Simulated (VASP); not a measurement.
Here is a VASP 6.6.1 calculation.

INCAR

```
SYSTEM = Mg2ZnO3
PREC     = Accurate       ! precision mode
ENCUT    = 520            ! plane-wave cutoff, eV
EDIFF    = 1E-6           ! SCF threshold, eV
ISMEAR   = 0              ! smearing method
SIGMA    = 0.01           ! smearing width, eV
LREAL    = .False.        ! projectors in reciprocal space
LASPH    = .True.         ! aspherical terms in the spheres
NELM     = 80             ! most SCF steps
ALGO     = Normal         ! electronic algorithm
ISIF     = 2              ! what is computed and relaxed
LWAVE    = .False.        ! write WAVECAR
LCHARG   = .False.        ! write CHGCAR
GGA      = PS             ! functional
NBANDS   = 26             ! bands
```

KPOINTS

```
regular mesh
0
Gamma
  10 10 4
  0 0 0
```

File POSCAR:

```
Mg2ZnO3
1.0
    3.0329990000      0.0000000000      0.0000000000
   -1.5164990000      2.6266540000      0.0000000000
    0.0000000000      0.0000000000      7.4033160000
Mg Zn O
2 1 3
Direct
    0.3333333333      0.6666666667      0.6658000000
    0.6666666667      0.3333333333      0.3342000000
    0.0000000000      0.0000000000      0.0000000000
    0.3333333333      0.6666666667      0.1726190000
    0.6666666667      0.3333333333      0.8273810000
    0.0000000000      0.0000000000      0.5000000000
```

Potentials or basis: VASP PAW PBE potentials, release 64 (Mg, Zn, O).

The run is started by

```sh
$ cat potpaw_PBE.64/Mg/POTCAR potpaw_PBE.64/Zn/POTCAR potpaw_PBE.64/O/POTCAR > POTCAR
$ mpirun -np 1 vasp_std > vasp.out
```

Question: What does it give for the band gap on the k mesh?

Answer: 2.79 eV, indirect (least direct gap 2.87 eV).

Question: Estimate the largest force.

Answer: 0.103 eV/Å.

Forces in eV/Å, atoms in the order of the input:
```
Mg   0.000  0.000  0.013
Mg   0.000  0.000 -0.013
Zn   0.000  0.000  0.000
O    0.000  0.000 -0.103
O    0.000  0.000  0.103
O    0.000  0.000  0.000
```

Caveat: the PAW data sets were made with another functional, which shifts forces and pressure a little. A k mesh can miss the band edges.
